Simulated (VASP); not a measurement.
**Ga9H4N9: single point with PBE**

Ga9H4N9, a wire with vacuum:

```
CELL_PARAMETERS angstrom
24.60000 0.00000 0.00000
0.00000 9.30000 0.00000
0.00000 0.00000 5.56968
ATOMIC_POSITIONS crystal
Ga 0.69534 0.50000 0.33717
Ga 0.76219 0.50000 0.82904
Ga 0.56518 0.50000 0.33632
Ga 0.63067 0.50000 0.83644
Ga 0.43482 0.50000 0.33632
Ga 0.50000 0.50000 0.83619
Ga 0.30466 0.50000 0.33717
Ga 0.36933 0.50000 0.83644
Ga 0.23781 0.50000 0.82904
N 0.75826 0.50000 0.15779
N 0.63035 0.50000 0.16942
N 0.69613 0.50000 0.66985
N 0.50000 0.50000 0.16932
N 0.56535 0.50000 0.66956
N 0.36965 0.50000 0.16942
N 0.43465 0.50000 0.66956
N 0.24174 0.50000 0.15779
N 0.30387 0.50000 0.66985
H 0.81727 0.50000 0.69189
H 0.18273 0.50000 0.69189
H 0.79396 0.50000 0.25034
H 0.20604 0.50000 0.25034
```

* Program: VASP 6.6.1
* Task: single point
* Functional: PBE
* Potentials or basis: VASP PAW PBE potentials, release 64 (Ga_d, N, H)
* Cutoff: 520 eV
* k mesh: 1 × 1 × 6
* Occupations: gaussian, width 0.05 eV
* Spin: no spin polarisation

| Item | Value |
| --- | --- |
| Largest force | 0.024 eV/Å |
| Band gap on the k mesh | 2.58 eV |

Forces in eV/Å, atoms in the order of the input:
```
Ga  -0.001  0.000  0.004
Ga   0.000  0.000  0.008
Ga  -0.001  0.000 -0.004
Ga  -0.004  0.000  0.008
Ga   0.001  0.000 -0.004
Ga   0.000  0.000  0.002
Ga   0.001  0.000  0.004
Ga   0.004  0.000  0.008
Ga   0.000  0.000  0.008
N   -0.009  0.000 -0.017
N   -0.001  0.000 -0.003
N    0.005  0.000 -0.013
N    0.000  0.000  0.002
N    0.000  0.000 -0.001
N    0.001  0.000 -0.003
N    0.000  0.000 -0.001
N    0.009  0.000 -0.017
N   -0.005  0.000 -0.013
H   -0.021  0.000  0.012
H    0.021  0.000  0.012
H    0.003  0.000  0.003
H   -0.003  0.000  0.003
```

Levels at points of the mesh, in eV from the valence-band top:
```csv
k point,band 79,band 80,band 81,band 82,band 83,band 84,band 85,band 86,band 87,band 88
"(0.00, 0.00, 0.00)",-0.41,-0.25,-0.13,-0.05,0.00,2.58,3.41,4.29,4.37,4.38
"(0.00, 0.00, 0.50)",-0.92,-0.86,-0.54,-0.47,-0.33,4.28,4.29,4.31,4.33,4.48
```

Run time: 20 min on 1 thread of Intel(R) Xeon(R) Platinum 8375C CPU @ 2.90GHz (Ice Lake), on a shared host, peak memory 1.2 GiB.
